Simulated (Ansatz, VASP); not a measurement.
# KCl: VASP beside Ansatz

```
CELL_PARAMETERS angstrom
0.00000 3.14485 3.14485
3.23919 0.00000 3.14485
3.23919 3.14485 0.00000
ATOMIC_POSITIONS crystal
K 0.00000 0.00000 0.00000
Cl 0.50000 0.50000 0.50000
```

Change from the starting cell: uniaxial_x strain +3.0%.

Alike in both runs: task single point; functional PBE; k mesh 8 × 8 × 8; occupations fermi-dirac, width 0.02 eV; no spin polarisation.

|  | VASP | Ansatz |
| --- | --- | --- |
| version | VASP 6.6.1 | Ansatz 0.2.0 |
| potentials or method | VASP PAW PBE potentials, release 64 (K_sv, Cl) | plane waves, PAW |
| plane-wave cutoff (eV) | 520 | 420 |
| valence electrons in the cell | 16 | 16 |

VASP gave:

| Item | Value |
| --- | --- |
| gap on the k mesh at the Fermi level (eV) | 5.08 |
| pressure (GPa) | 0.3 |
| traceless stress, the component that is largest in VASP (GPa) | -0.61 |

Task: Estimate Ansatz's values.

Result: gap on the k mesh at the Fermi level (eV): 5.09; pressure (GPa): 0.3; traceless stress, the component that is largest in VASP (GPa): -0.60.
